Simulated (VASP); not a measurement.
# Ti (P1) in VASP: single point with PBEsol

Aim: the single point of Ti with PBEsol.

Program: VASP 6.6.1. These are calculated values, not measurements. Logs are shortened: lines on timing, memory, paths and dates and some standing lists are left out, and cuts for length are marked.

## (1) The cell of the first run

The typed cell holds 4 atoms: a = 2.872 Å, b = 4.960 Å, c = 5.275 Å, α = 118.47°, β = 106.45°, γ = 88.56°.

## (2) Single point, PBEsol (atoms moved at random and the cell strained at random)

The input, INCAR:

```
SYSTEM = Ti
PREC     = Accurate       ! precision mode
ENCUT    = 520            ! plane-wave cutoff, eV
EDIFF    = 1E-6           ! SCF threshold, eV
ISMEAR   = 0              ! smearing method
SIGMA    = 0.15           ! smearing width, eV
LREAL    = .FALSE.        ! projectors in reciprocal space
LASPH    = .TRUE.         ! aspherical terms in the spheres
NELM     = 60             ! most SCF steps
ALGO     = Fast           ! electronic algorithm
ISIF     = 2              ! what is computed and relaxed
LWAVE    = .FALSE.        ! write WAVECAR
LCHARG   = .FALSE.        ! write CHGCAR
GGA      = PS             ! functional
NBANDS   = 32             ! bands
```

The input, KPOINTS:

```
regular mesh
0
G
  12 12 12
  0 0 0
```

The input, POSCAR:

```
Ti
1.0
   -2.8720354030      0.0361334208     -0.0015121285
   -0.0625849206      4.9593840770     -0.0008829749
    1.4649166701     -2.4969518280     -4.4092100670
Ti
4
Direct
    0.8441974878      0.2275611284      0.7510487712
    0.4288488675      0.7059435155      0.7476040821
    0.1287410408      0.7722333850      0.2506039902
    0.5982126039      0.2942619712      0.2507431565
```

Potentials or basis: VASP PAW PBE potentials, release 64 (Ti_sv).

Command:

```bash
cat potpaw_PBE.64/Ti_sv/POTCAR > POTCAR
mpirun -np 1 vasp_std > vasp.out
```

OUTCAR:

```text
SYSTEM = Ti
   PREC = Accurate
   ENCUT = 520
   EDIFF = 1E-6
   ISMEAR = 0
   LREAL = .FALSE.
   LASPH = .TRUE.
   NELM = 60
   ISIF = 2
   GGA = PS

 ion  position               nearest neighbor table
   1  0.844  0.228  0.751-   2 2.63   3 2.65   4 2.71   4 2.78   4 2.79   3 2.79   3 2.86   2 2.87

   2  0.429  0.706  0.748-   4 2.62   1 2.63   3 2.69   3 2.71   4 2.78   1 2.87   4 2.89   3 2.89

   3  0.129  0.772  0.251-   1 2.65   2 2.69   4 2.70   2 2.71   1 2.79   4 2.85   1 2.86   2 2.89

   4  0.598  0.294  0.251-   2 2.62   3 2.70   1 2.71   1 2.78   2 2.78   1 2.79   3 2.85   2 2.89

  LATTYP: Found a triclinic cell.
 ALAT       =     5.2787422190
 B/A-ratio  =     1.6710072813
 C/A-ratio  =     0.9395759120
 COS(alpha) =     0.0003678187
 COS(beta)  =     0.4769502705
 COS(gamma) =     0.8359679244

  Lattice vectors:

 A1 = (   1.4697036535,  -2.4985656698,   4.4116051704)
 A2 = (   0.0047869834,  -0.0016138418,   8.8208152374)
 A3 = (   0.0625849206,  -4.9593840770,   0.0008829749)

Analysis of symmetry for initial positions (statically):
=====================================================================
 Subroutine PRICEL returns:
 Original cell was already a primitive cell.

 Routine SETGRP: Setting up the symmetry group for a
 triclinic supercell.

 Subroutine GETGRP returns: Found  1 space group operations
 (whereof  1 operations were pure point group operations)
 out of a pool of  2 trial point group operations.

The static configuration has the point symmetry C_1 .

Analysis of symmetry for dynamics (positions and initial velocities):
=====================================================================
 Subroutine PRICEL returns:
 Original cell was already a primitive cell.

 Routine SETGRP: Setting up the symmetry group for a
 triclinic supercell.

 Subroutine GETGRP returns: Found  1 space group operations
 (whereof  1 operations were pure point group operations)
 out of a pool of  2 trial point group operations.

The dynamic configuration has the point symmetry C_1 .

 Subroutine INISYM returns: Found  1 space group operations
 (whereof  1 operations are pure point group operations),
 and found     1 'primitive' translations

----------------------------------------------------------------------------------------

                                     Primitive cell

  volume of cell :      62.8098

  direct lattice vectors                    reciprocal lattice vectors
    -2.872035403  0.036133421 -0.001512128    -0.348181067 -0.004414020 -0.113180059
    -0.062584921  4.959384077 -0.000882975     0.002596659  0.201650533 -0.113332722
     1.464916670 -2.496951828 -4.409210067     0.000118888 -0.000038868 -0.226736484

  length of vectors
     2.872263091  4.959779035  5.274645267     0.366141045  0.231330901  0.226736518

  position of ions in fractional coordinates (direct lattice)
     0.844197488  0.227561128  0.751048771
     0.428848868  0.705943516  0.747604082
     0.128741041  0.772233385  0.250603990
     0.598212604  0.294261971  0.250743157

  ion indices of the primitive-cell ions
   primitive index   ion index
                 1           1
                 2           2
                 3           3
                 4           4

----------------------------------------------------------------------------------------

 KPOINTS: regular mesh

Automatic generation of k-mesh.
 Grid dimensions read from file:
 generate k-points for:   12   12   12

 Generating k-lattice:

  Cartesian coordinates                     Fractional coordinates (reciprocal lattice)
    -0.029015089 -0.000367835 -0.009431672     0.083333333 -0.000000000  0.000000000
     0.000216388  0.016804211 -0.009444393     0.000000000  0.083333333  0.000000000
     0.000009907 -0.000003239 -0.018894707     0.000000000  0.000000000  0.083333333

  Length of vectors
     0.030511754  0.019277575  0.018894710

  Shift w.r.t. Gamma in fractional coordinates (k-lattice)
     0.000000000  0.000000000  0.000000000

 Subroutine IBZKPT returns following result:
 ===========================================

 Found    868 irreducible k-points:

 Following reciprocal coordinates:
            Coordinates               Weight
  0.000000  0.000000  0.000000      1.000000
  0.083333  0.000000  0.000000      2.000000
  0.166667  0.000000  0.000000      2.000000
  0.250000  0.000000  0.000000      2.000000
  0.333333  0.000000  0.000000      2.000000
  0.416667  0.000000  0.000000      2.000000
[... 16 lines left out ...]
  0.250000  0.166667  0.000000      2.000000
  0.333333  0.166667 -0.000000      2.000000
 [... further k-points ...]
   k-points           NKPTS =    868   k-points in BZ     NKDIM =    868   number of bands    NBANDS=     32
   number of dos      NEDOS =    301   number of ions     NIONS =      4
   total plane-waves  NPLWV =  38400
   dimension x,y,z NGX =    24 NGY =   40 NGZ =   40
   dimension x,y,z NGXF=    48 NGYF=   80 NGZF=   80
   ions per type =               4
   NGX,Y,Z   is equivalent  to a cutoff of  13.89, 13.41, 12.61 a.u.
   NGXF,Y,Z  is equivalent  to a cutoff of  27.78, 26.82, 25.21 a.u.
 SYSTEM =  Ti
   PREC   = accura    normal or accurate (medium, high low for compatibility)
   ISTART =      0    job   : 0-new  1-cont  2-samecut
   ICHARG =      2    charge: 1-file 2-atom 10-const
   ISPIN  =      1    spin polarized calculation?
   LNONCOLLINEAR =      F non collinear calculations
   LSORBIT =      F    spin-orbit coupling
   LASPH  =      T    aspherical Exc in radial PAW
   ENCUT  =  520.0 eV  38.22 Ry    6.18 a.u.   5.34  9.22  9.81*2*pi/ulx,y,z
   NELM   =     60;   NELMIN=  2; NELMDL= -5     # of ELM steps
   EDIFF  = 0.1E-05   stopping-criterion for ELM
   LREAL  =      F    real-space projection
   EDIFFG = 0.1E-04   stopping-criterion for IOM
   NSW    =      0    number of steps for IOM
   IBRION =     -1    ionic relax: 0-MD 1-quasi-New 2-CG
   NFREE  =      0    steps in history (QN), initial steepest desc. (CG)
   ISIF   =      2    stress and relaxation
   ISYM   =      2    0-nonsym 1-usesym 2-fastsym
   POTIM  = 0.5000    time-step for ionic-motion
   TEBEG  =    0.0;   TEEND  =   0.0 temperature during run
   PSTRESS=    0.0 pullay stress
   NELECT =      48.0000    total number of electrons
   NUPDOWN=      -1.0000    fix difference up-down
   EMIN   =  10.00;   EMAX   =-10.00  energy-range for DOS
   EFERMI =   0.00;   METHOD = LEGACY
   ISMEAR =     0;   SIGMA  =   0.15  broadening in eV -4-tet -1-fermi 0-gaus
   EFERMI_NEDOS =   21; number of points for ismear=-14 and -15
   IALGO  =     68    algorithm
   IMIX   =      4    mixing-type and parameters
     AMIX     =   0.40;   BMIX     =  1.00
     AMIX_MAG =   1.60;   BMIX_MAG =  1.00
  volume/ion in A,a.u.               =      15.70       105.97
  Fermi-wavevector in a.u.,A,eV,Ry     =   1.496739  2.828427 30.480163  2.240229
  Thomas-Fermi vector in A             =   2.608717
   LORBIT       =      0    0 simple, 1 ext, 2 COOP (PROOUT), +10 PAW based schemes
   GGA     = PS    functional components
   LHFCALC =     F    Hartree Fock is set to
   AEXX    =    0.0000 exact exchange contribution
   IVDW    =     0    specifies the selected vdW correction
   LEPSILON=     F    determine dielectric tensor
   LRPA    =     F    only Hartree local field effects (RPA)
 non-spin polarized calculation
 RMM-DIIS sequential band-by-band and
 Gauss-broadening in eV      SIGMA  =   0.15
  energy-cutoff  :      520.00
  volume of cell :       62.81
 maximum number of plane-waves:      1711
 NGX is ok and might be reduce to    24
   NGX = 11   NGY = 19   NGZ = 19

 number of electron      47.9999994 magnetization

 Free energy of the ion-electron system (eV)
  ---------------------------------------------------
  ext. energy  EPLUGINS =         0.00000000
  ---------------------------------------------------
  free energy    TOTEN  =       -33.07589767 eV

  energy without entropy =      -33.02129716  energy(sigma->0) =      -33.04859742

 E-fermi :   9.2409     XC(G=0): -12.1147

 val. band max:        9.2406974636   @ k =   0.1667   0.0000   0.3333
 cond. band min:       9.2411013011   @ k =  -0.1667   0.4167   0.0000
 fundamental gap:      0.0004038375
 Fermi energy:         9.2408803062

 k-point     1 :       0.0000    0.0000    0.0000
  band No.  band energies     occupation
      1     -47.1568      2.00000
      2     -46.9328      2.00000
      3     -46.9226      2.00000
      4     -46.9063      2.00000
      5     -24.0118      2.00000
      6     -23.9046      2.00000
[... 24 lines left out ...]
     31      11.1072      0.00000
     32      11.2546      0.00000

 k-point     2 :       0.0833    0.0000    0.0000
  band No.  band energies     occupation
      1     -47.1486      2.00000
      2     -46.9318      2.00000
      3     -46.9216      2.00000
      4     -46.9036      2.00000
      5     -23.9928      2.00000
      6     -23.8941      2.00000
[... 24 lines left out ...]
     31      11.0169      0.00000
     32      11.1712      0.00000

 k-point     3 :       0.1667    0.0000    0.0000
  band No.  band energies     occupation
      1     -47.1255      2.00000
      2     -46.9297      2.00000
      3     -46.9182      2.00000
      4     -46.8971      2.00000
      5     -23.9400      2.00000
      6     -23.8583      2.00000
[... 24 lines left out ...]
     31      11.0607      0.00000
     32      11.1499      0.00000

 k-point     4 :       0.2500    0.0000    0.0000
  band No.  band energies     occupation
      1     -47.0913      2.00000
      2     -46.9292      2.00000
      3     -46.9125      2.00000
      4     -46.8898      2.00000
      5     -23.8676      2.00000
      6     -23.8014      2.00000
[... 654 lines left out ...]
     31      11.0320      0.00000
     32      11.3990      0.00000

 k-point    23 :       0.2500    0.1667    0.0000
  band No.  band energies     occupation
      1     -47.0755      2.00000
      2     -46.9348      2.00000
      3     -46.9186      2.00000
      4     -46.8945      2.00000
      5     -23.8266      2.00000
      6     -23.7778      2.00000
[... 24 lines left out ...]
     31      11.3718      0.00000
     32      11.6045      0.00000

 k-point    24 :       0.3333    0.1667   -0.0000
  band No.  band energies     occupation
      1     -47.0379      2.00000
      2     -46.9376      2.00000
      3     -46.9103      2.00000
      4     -46.8894      2.00000
      5     -23.7983      2.00000
      6     -23.7376      2.00000
[... 24 lines left out ...]
     31      11.6738      0.00000
     32      12.0411      0.00000

 [... further k-points ...]

------------------------ aborting loop because EDIFF is reached ----------------------------------------

  FORCE on cell =-STRESS in cart. coord.  units (eV):
  Direction    XX          YY          ZZ          XY          YZ          ZX
  --------------------------------------------------------------------------------------
  -------------------------------------------------------------------------------------
  Total        2.1516237      3.5409925      4.2551006      1.2156499     -0.2434615      0.0451207
  in kB       54.8845021     90.3250937    108.5408579     31.0092984     -6.2103169      1.1509569
  external PRESSURE =      84.5834846 kB  Pullay stress =       0.0000000 kB

 VOLUME and BASIS-vectors are now :
 -----------------------------------------------------------------------------
  energy-cutoff  :      520.00
  volume of cell :       62.81
      direct lattice vectors                 reciprocal lattice vectors
    -2.872035403  0.036133421 -0.001512128    -0.348181067 -0.004414020 -0.113180059
    -0.062584921  4.959384077 -0.000882975     0.002596659  0.201650533 -0.113332722
     1.464916670 -2.496951828 -4.409210067     0.000118888 -0.000038868 -0.226736484

 POSITION                                       TOTAL-FORCE (eV/Angst)
 -----------------------------------------------------------------------------------
     -1.33858     -0.71627     -3.31301        -0.611533     -0.576863      0.312070
     -0.18067      1.64981     -3.29762         0.771840      0.451578     -0.443706
     -0.05097      3.20871     -1.10584         0.184645      0.662201     -0.215660
     -1.36919      0.85488     -1.10674        -0.344952     -0.536916      0.347295
 -----------------------------------------------------------------------------------
    total drift:                               -0.000067     -0.000030     -0.000105

  FREE ENERGIE OF THE ION-ELECTRON SYSTEM (eV)
  ---------------------------------------------------
  free  energy   TOTEN  =       -33.0758976724 eV

  energy  without entropy=      -33.0212971620  energy(sigma->0) =      -33.04859742
```

Wall time 2.6 h (1 thread of Oxide Virtual Turin-like, shared host); peak memory 1.1 GiB.

What came out:

- Free energy: -33.0759 eV
- Pressure: 8.5 GPa
- Largest force: 0.998 eV/Å
- Band gap on the k mesh: zero (bands 24 and 25 overlap by 1.19 eV)

Forces in eV/Å, atoms in the order of the input:
```
Ti  -0.612 -0.577  0.312
Ti   0.772  0.452 -0.444
Ti   0.185  0.662 -0.216
Ti  -0.345 -0.537  0.347
```

Caveat: the cell differs from its parent crystal (atoms moved at random and the cell strained at random); the stress differs along the axes, from 5 to 11 GPa; the PAW data sets were made with another functional, which shifts forces and pressure a little.
